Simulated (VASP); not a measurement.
# SnTe (CsCl type) (Pm-3m) in VASP: notebook

The runs below take SnTe (CsCl type) through single point, with PBE.

All numbers are computed with VASP 6.6.1; they aren't measurements. Logs are shortened: lines on timing, memory, paths and dates and some standing lists are left out, and cuts for length are marked.

## (1) The cell of the first run

It takes space group Pm-3m (No. 221, cubic). The conventional cell has a = 3.610 Å, b = 3.610 Å, c = 3.610 Å, α = 90.00°, β = 90.00°, γ = 90.00°. Within 4.1 Å of Sn (site symmetry m-3m) lie 8 Te at 3.13 Å and 6 Sn at 3.61 Å. Te (site symmetry m-3m) has 8 Sn at 3.13 Å and 6 Te at 3.61 Å within 4.1 Å.

## (2) Single point, PBE (volume scaled by 0.8)

Input file INCAR:

```
SYSTEM = SnTe
PREC = Accurate
ENCUT = 520
EDIFF = 1E-7
ISMEAR = -1
SIGMA = 0.05
LREAL = .FALSE.
LASPH = .TRUE.
NELM = 100
ALGO = Normal
ISIF = 2
LWAVE = .FALSE.
LCHARG = .TRUE.
GGA = PE
LELF = .TRUE.
LVHAR = .TRUE.
NBANDS = 17
```

Input file KPOINTS:

```
Automatic mesh
0
G
  13 13 13
  0 0 0
```

Input file POSCAR:

```
SnTe
1.0
    3.6098704747      0.0000000000      0.0000000000
    0.0000000000      3.6098704747      0.0000000000
    0.0000000000      0.0000000000      3.6098704747
Sn Te
1 1
Direct
    0.0000000000      0.0000000000      0.0000000000
    0.5000000000      0.5000000000      0.5000000000
```

Potentials or basis: VASP PAW PBE potentials, release 64 (Sn_d, Te).

The run is started by

```console
cat potpaw_PBE.64/Sn_d/POTCAR potpaw_PBE.64/Te/POTCAR > POTCAR
mpirun -np 1 vasp_std > vasp.out
```

OUTCAR:

```text
SYSTEM = SnTe
   PREC = Accurate
   ENCUT = 520
   EDIFF = 1E-7
   ISMEAR = -1
   LREAL = .FALSE.
   LASPH = .TRUE.
   NELM = 100
   ISIF = 2
   GGA = PE

 ion  position               nearest neighbor table
   1  0.000  0.000  0.000-   2 3.13   2 3.13   2 3.13   2 3.13   2 3.13   2 3.13   2 3.13   2 3.13

   2  0.500  0.500  0.500-   1 3.13   1 3.13   1 3.13   1 3.13   1 3.13   1 3.13   1 3.13   1 3.13

  LATTYP: Found a simple cubic cell.
 ALAT       =     3.6098704747

  Lattice vectors:

 A1 = (   3.6098704747,   0.0000000000,   0.0000000000)
 A2 = (   0.0000000000,   3.6098704747,   0.0000000000)
 A3 = (   0.0000000000,   0.0000000000,   3.6098704747)

Analysis of symmetry for initial positions (statically):
=====================================================================
 Subroutine PRICEL returns:
 Original cell was already a primitive cell.

 Routine SETGRP: Setting up the symmetry group for a
 simple cubic supercell.

 Subroutine GETGRP returns: Found 48 space group operations
 (whereof 48 operations were pure point group operations)
 out of a pool of 48 trial point group operations.

The static configuration has the point symmetry O_h .

Analysis of symmetry for dynamics (positions and initial velocities):
=====================================================================
 Subroutine PRICEL returns:
 Original cell was already a primitive cell.

 Routine SETGRP: Setting up the symmetry group for a
 simple cubic supercell.

 Subroutine GETGRP returns: Found 48 space group operations
 (whereof 48 operations were pure point group operations)
 out of a pool of 48 trial point group operations.

The dynamic configuration has the point symmetry O_h .

 Subroutine INISYM returns: Found 48 space group operations
 (whereof 48 operations are pure point group operations),
 and found     1 'primitive' translations

----------------------------------------------------------------------------------------

                                     Primitive cell

  volume of cell :      47.0408

  direct lattice vectors                    reciprocal lattice vectors
     3.609870475  0.000000000  0.000000000     0.277018250  0.000000000  0.000000000
     0.000000000  3.609870475  0.000000000     0.000000000  0.277018250  0.000000000
     0.000000000  0.000000000  3.609870475     0.000000000  0.000000000  0.277018250

  length of vectors
     3.609870475  3.609870475  3.609870475     0.277018250  0.277018250  0.277018250

  position of ions in fractional coordinates (direct lattice)
     0.000000000  0.000000000  0.000000000
     0.500000000  0.500000000  0.500000000

  ion indices of the primitive-cell ions
   primitive index   ion index
                 1           1
                 2           2

----------------------------------------------------------------------------------------

 KPOINTS: Automatic mesh

Automatic generation of k-mesh.
 Grid dimensions read from file:
 generate k-points for:   13   13   13

 Generating k-lattice:

  Cartesian coordinates                     Fractional coordinates (reciprocal lattice)
     0.021309096  0.000000000  0.000000000     0.076923077  0.000000000  0.000000000
     0.000000000  0.021309096  0.000000000     0.000000000  0.076923077  0.000000000
     0.000000000  0.000000000  0.021309096     0.000000000  0.000000000  0.076923077

  Length of vectors
     0.021309096  0.021309096  0.021309096

  Shift w.r.t. Gamma in fractional coordinates (k-lattice)
     0.000000000  0.000000000  0.000000000

 Subroutine IBZKPT returns following result:
 ===========================================

 Found     84 irreducible k-points:

 Following reciprocal coordinates:
            Coordinates               Weight
  0.000000  0.000000  0.000000      1.000000
  0.076923  0.000000  0.000000      6.000000
  0.153846  0.000000  0.000000      6.000000
  0.230769  0.000000  0.000000      6.000000
  0.307692  0.000000  0.000000      6.000000
  0.384615  0.000000  0.000000      6.000000
[... 16 lines left out ...]
  0.307692  0.307692  0.000000     12.000000
  0.384615  0.307692  0.000000     24.000000
 [... further k-points ...]
   k-points           NKPTS =     84   k-points in BZ     NKDIM =     84   number of bands    NBANDS=     17
   number of dos      NEDOS =    301   number of ions     NIONS =      2
   total plane-waves  NPLWV =  21952
   dimension x,y,z NGX =    28 NGY =   28 NGZ =   28
   dimension x,y,z NGXF=    56 NGYF=   56 NGZF=   56
   ions per type =               1   1
   NGX,Y,Z   is equivalent  to a cutoff of  12.89, 12.89, 12.89 a.u.
   NGXF,Y,Z  is equivalent  to a cutoff of  25.79, 25.79, 25.79 a.u.
 SYSTEM =  SnTe
   PREC   = accura    normal or accurate (medium, high low for compatibility)
   ISTART =      0    job   : 0-new  1-cont  2-samecut
   ICHARG =      2    charge: 1-file 2-atom 10-const
   ISPIN  =      1    spin polarized calculation?
   LNONCOLLINEAR =      F non collinear calculations
   LSORBIT =      F    spin-orbit coupling
   LASPH  =      T    aspherical Exc in radial PAW
   ENCUT  =  520.0 eV  38.22 Ry    6.18 a.u.   6.71  6.71  6.71*2*pi/ulx,y,z
   NELM   =    100;   NELMIN=  2; NELMDL= -5     # of ELM steps
   EDIFF  = 0.1E-06   stopping-criterion for ELM
   LREAL  =      F    real-space projection
   EDIFFG = 0.1E-05   stopping-criterion for IOM
   NSW    =      0    number of steps for IOM
   IBRION =     -1    ionic relax: 0-MD 1-quasi-New 2-CG
   NFREE  =      0    steps in history (QN), initial steepest desc. (CG)
   ISIF   =      2    stress and relaxation
   ISYM   =      2    0-nonsym 1-usesym 2-fastsym
   POTIM  = 0.5000    time-step for ionic-motion
   TEBEG  =    0.0;   TEEND  =   0.0 temperature during run
   PSTRESS=    0.0 pullay stress
   NELECT =      20.0000    total number of electrons
   NUPDOWN=      -1.0000    fix difference up-down
   EMIN   =  10.00;   EMAX   =-10.00  energy-range for DOS
   EFERMI =   0.00;   METHOD = LEGACY
   ISMEAR =    -1;   SIGMA  =   0.05  broadening in eV -4-tet -1-fermi 0-gaus
   EFERMI_NEDOS =   21; number of points for ismear=-14 and -15
   IALGO  =     38    algorithm
   IMIX   =      4    mixing-type and parameters
     AMIX     =   0.40;   BMIX     =  1.00
     AMIX_MAG =   1.60;   BMIX_MAG =  1.00
  volume/ion in A,a.u.               =      23.52       158.72
  Fermi-wavevector in a.u.,A,eV,Ry     =   1.231005  2.326262 20.617911  1.515374
  Thomas-Fermi vector in A             =   2.365832
   LORBIT       =      0    0 simple, 1 ext, 2 COOP (PROOUT), +10 PAW based schemes
   GGA     = PE    functional components
   LHFCALC =     F    Hartree Fock is set to
   AEXX    =    0.0000 exact exchange contribution
   IVDW    =     0    specifies the selected vdW correction
   LEPSILON=     F    determine dielectric tensor
   LRPA    =     F    only Hartree local field effects (RPA)
 non-spin polarized calculation
  energy-cutoff  :      520.00
  volume of cell :       47.04
 maximum number of plane-waves:      1309
 NGX is ok and might be reduce to    28
   NGX = 13   NGY = 13   NGZ = 13

 number of electron      19.9999989 magnetization

 Free energy of the ion-electron system (eV)
  ---------------------------------------------------
  ext. energy  EPLUGINS =         0.00000000
  ---------------------------------------------------
  free energy    TOTEN  =        -6.63556622 eV

  energy without entropy =       -6.62927116  energy(sigma->0) =       -6.63241869

 E-fermi :  10.3519     XC(G=0): -10.9860

 val. band max:       10.3207528613   @ k =   0.2308   0.0769   0.0769
 cond. band min:      10.3803786053   @ k =   0.2308   0.1538   0.0000
 fundamental gap:      0.0596257441
 Fermi energy:        10.3518702017

 k-point     1 :       0.0000    0.0000    0.0000
  band No.  band energies     occupation
      1     -11.4268      2.00000
      2     -11.4268      2.00000
      3     -11.3463      2.00000
      4     -11.3463      2.00000
      5     -11.3463      2.00000
      6      -3.9224      2.00000
[... 9 lines left out ...]
     16      22.1302      0.00000
     17      22.1303      0.00000

 k-point     2 :       0.0769    0.0000    0.0000
  band No.  band energies     occupation
      1     -11.4266      2.00000
      2     -11.4224      2.00000
      3     -11.3479      2.00000
      4     -11.3479      2.00000
      5     -11.3461      2.00000
      6      -3.8594      2.00000
[... 9 lines left out ...]
     16      21.5614      0.00000
     17      21.5917      0.00000

 k-point     3 :       0.1538    0.0000    0.0000
  band No.  band energies     occupation
      1     -11.4259      2.00000
      2     -11.4104      2.00000
      3     -11.3525      2.00000
      4     -11.3525      2.00000
      5     -11.3459      2.00000
      6      -3.6720      2.00000
[... 9 lines left out ...]
     16      20.3518      0.00000
     17      21.3707      0.00000

 k-point     4 :       0.2308    0.0000    0.0000
  band No.  band energies     occupation
      1     -11.4251      2.00000
      2     -11.3934      2.00000
      3     -11.3591      2.00000
      4     -11.3591      2.00000
      5     -11.3455      2.00000
      6      -3.3681      2.00000
[... 9 lines left out ...]
     16      19.1585      0.00000
     17      21.5612      0.00000
[... 343 lines left out ...]
      1     -11.4012      2.00000
      2     -11.3963      2.00000
      3     -11.3719      2.00000
      4     -11.3552      2.00000
      5     -11.3366      2.00000
      6      -1.6711      2.00000
[... 9 lines left out ...]
     16      19.5766      0.00000
     17      20.6292      0.00000

 k-point    23 :       0.3077    0.3077    0.0000
  band No.  band energies     occupation
      1     -11.3983      2.00000
      2     -11.3944      2.00000
      3     -11.3636      2.00000
      4     -11.3614      2.00000
      5     -11.3454      2.00000
      6      -2.0454      2.00000
[... 9 lines left out ...]
     16      19.0487      0.00000
     17      20.1052      0.00000

 k-point    24 :       0.3846    0.3077    0.0000
  band No.  band energies     occupation
      1     -11.4032      2.00000
      2     -11.3943      2.00000
      3     -11.3676      2.00000
      4     -11.3614      2.00000
      5     -11.3325      2.00000
      6      -1.6360      2.00000
[... 9 lines left out ...]
     16      19.5228      0.00000
     17      20.2830      0.00000

 [... further k-points ...]

------------------------ aborting loop because EDIFF is reached ----------------------------------------

  FORCE on cell =-STRESS in cart. coord.  units (eV):
  Direction    XX          YY          ZZ          XY          YZ          ZX
  --------------------------------------------------------------------------------------
  -------------------------------------------------------------------------------------
  Total        4.5328612      4.5328612      4.5328612     -0.0000000     -0.0000000     -0.0000000
  in kB      154.3860804    154.3860804    154.3860804     -0.0000000     -0.0000000     -0.0000000
  external PRESSURE =     154.3860804 kB  Pullay stress =       0.0000000 kB

 VOLUME and BASIS-vectors are now :
 -----------------------------------------------------------------------------
  energy-cutoff  :      520.00
  volume of cell :       47.04
      direct lattice vectors                 reciprocal lattice vectors
     3.609870475  0.000000000  0.000000000     0.277018250  0.000000000  0.000000000
     0.000000000  3.609870475  0.000000000     0.000000000  0.277018250  0.000000000
     0.000000000  0.000000000  3.609870475     0.000000000  0.000000000  0.277018250

 POSITION                                       TOTAL-FORCE (eV/Angst)
 -----------------------------------------------------------------------------------
      0.00000      0.00000      0.00000         0.000000      0.000000      0.000000
      1.80494      1.80494      1.80494         0.000000      0.000000      0.000000
 -----------------------------------------------------------------------------------
    total drift:                               -0.000000      0.000000     -0.000000

  FREE ENERGIE OF THE ION-ELECTRON SYSTEM (eV)
  ---------------------------------------------------
  free  energy   TOTEN  =        -6.6355662235 eV

  energy  without entropy=       -6.6292711630  energy(sigma->0) =       -6.63241869
```

Wall time 44 s (1 thread of AMD EPYC 7R13 (Zen 3), shared host); peak memory 0.18 GiB.

What came out:

* Free energy: -6.6356 eV
* Pressure: 15.4 GPa
* Band gap on the k mesh: zero (band 10 reaches 11.27 eV, above the bottom of band 11 at 8.25 eV)

Caveat: spin-orbit coupling is left out, which moves the levels of the heavy elements.

[end of part 1 of 2]
